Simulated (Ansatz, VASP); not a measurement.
## CdAg: VASP beside Ansatz

```
CELL_PARAMETERS angstrom
3.37382 0.00000 0.00000
0.00000 3.37382 0.00000
0.00000 0.00000 3.37382
ATOMIC_POSITIONS crystal
Cd 0.50000 0.50000 0.50000
Ag 0.00000 0.00000 0.00000
```

Change from the starting cell: volume scaled by 1.04, crystal datasets.

Alike in both runs: task electric field gradients; functional PBEsol; k mesh 12 × 12 × 12; occupations fermi-dirac, width 0.05 eV; no spin polarisation.

|  | VASP | Ansatz |
| --- | --- | --- |
| version | VASP 6.6.1 | Ansatz 0.2.0 |
| potentials or method | VASP PAW PBE potentials, release 64 (Cd, Ag), cutoff 520 eV | all-electron PAW with datasets made for the crystal, scalar-relativistic |

Ansatz gave:

| Item | Value |
| --- | --- |
| pressure (GPa) | -4.7 |

Question: Estimate VASP's values.

Answer: Pressure (GPa): -4.4.

VASP's potentials were made for PBE, not for PBEsol. Ansatz ran all-electron here, and VASP with PAW potentials.
